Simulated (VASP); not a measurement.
Write the native input for VASP 6.6.1 that does the following.

- Task: single point
- Functional: r2SCAN
- Potentials or basis: VASP PAW PBE potentials, release 64 (Se)
- Cutoff: 520 eV
- k mesh: 15 × 15 × 15
- Occupations: fermi-dirac, width 0.1 eV
- Spin: no spin polarisation
- Dipole correction: no
- Further INCAR settings: ALGO = Normal; EDIFF = 1e-06; NBANDS = 9

Crystal: Se.

```
Se
1.0
    -1.76179    1.76179    1.76179
     1.76179   -1.76179    1.76179
     1.76179    1.76179   -1.76179
Se
1
Direct
  0.00000 0.00000 0.00000
```

This cell differs from its parent crystal: volume scaled by 1.08.

The input as run:

POSCAR

```
Se
1.0
   -1.7617888007      1.7617888007      1.7617888007
    1.7617888007     -1.7617888007      1.7617888007
    1.7617888007      1.7617888007     -1.7617888007
Se
1
Direct
    0.0000000000      0.0000000000      0.0000000000
```

INCAR.step1

```
SYSTEM = Se
PREC = Accurate
ENCUT = 520
ISMEAR = -1
SIGMA = 0.1
LREAL = .FALSE.
LASPH = .TRUE.
NELM = 80
NBANDS = 9
GGA = PE
ALGO = Normal
EDIFF = 1E-4
LWAVE = .TRUE.
LCHARG = .FALSE.
```

INCAR.step2

```
SYSTEM = Se
PREC = Accurate
ENCUT = 520
EDIFF = 1E-6
ISMEAR = -1
SIGMA = 0.1
LREAL = .FALSE.
LASPH = .TRUE.
NELM = 80
ALGO = Normal
ISIF = 2
LWAVE = .FALSE.
LCHARG = .FALSE.
METAGGA = R2SCAN
LMIXTAU = .TRUE.
NBANDS = 9
ISTART = 1
```

KPOINTS

```
regular mesh
0
G
  15 15 15
  0 0 0
```

Potentials or basis: VASP PAW PBE potentials, release 64 (Se).

The run is started by

```bash
$ cat potpaw_PBE.64/Se/POTCAR > POTCAR
$ cp INCAR.step1 INCAR
$ mpirun -np 1 vasp_std > vasp.out
$ cp INCAR.step2 INCAR
$ mpirun -np 1 vasp_std > vasp.out
```

Results of the run:

```yaml
Pressure: -4.6 GPa
Band_gap_on_the_k_mesh: zero (band 3 reaches 7.11 eV, above the bottom of band 4 at 1.31 eV)
```

Caveat: the PAW data sets were made with another functional, which shifts forces and pressure a little.

Wall time 43 s on 1 thread of Intel Xeon 6975P-C, with other jobs on the host, peak memory 0.15 GiB.
